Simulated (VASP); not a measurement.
Write the native input for VASP 6.6.1 that does the following.

| Quantity | Value |
| --- | --- |
| Task | single point |
| Functional | PBEsol |
| Potentials or basis | VASP PAW PBE potentials, release 64 (Li_sv, Be) |
| Cutoff | 520 eV |
| k mesh | 12 × 12 × 12 |
| Occupations | gaussian, width 0.1 eV |
| Spin | no spin polarisation |
| Dipole correction | no |
| Further INCAR settings | ALGO = Normal; EDIFF = 1e-06; NBANDS = 10 |

The structure of LiBe lies in POSCAR:

```
LiBe
1.0
    2.7830414700      0.0000000000      0.0000000000
    0.0000000000      2.7830414700      0.0000000000
    0.0000000000      0.0000000000      2.8111530000
Li Be
1 1
Direct
    0.0000000000      0.0000000000      0.0000000000
    0.5000000000      0.5000000000      0.5000000000
```

The input as run:

INCAR

```
SYSTEM = LiBe
PREC = Accurate ; ENCUT = 520
EDIFF = 1E-6 ; ISMEAR = 0
SIGMA = 0.1 ; LREAL = .FALSE.
LASPH = .TRUE. ; NELM = 60
ALGO = Normal ; ISIF = 2
LWAVE = .FALSE. ; LCHARG = .FALSE.
GGA = PS ; NBANDS = 10
```

KPOINTS

```
Automatic mesh
0
G
  12 12 12
  0 0 0
```

Potentials or basis: VASP PAW PBE potentials, release 64 (Li_sv, Be).

Launch:

```sh
$ cat potpaw_PBE.64/Li_sv/POTCAR potpaw_PBE.64/Be/POTCAR > POTCAR
$ mpirun -np 1 vasp_std > vasp.out
```

It gave:

The band gap on the k mesh is zero (an odd number of electrons rules out a gap without spin polarisation).

Wall time 20 s on 1 thread of Intel Xeon 8259CL (shared host), peak memory 0.16 GiB.
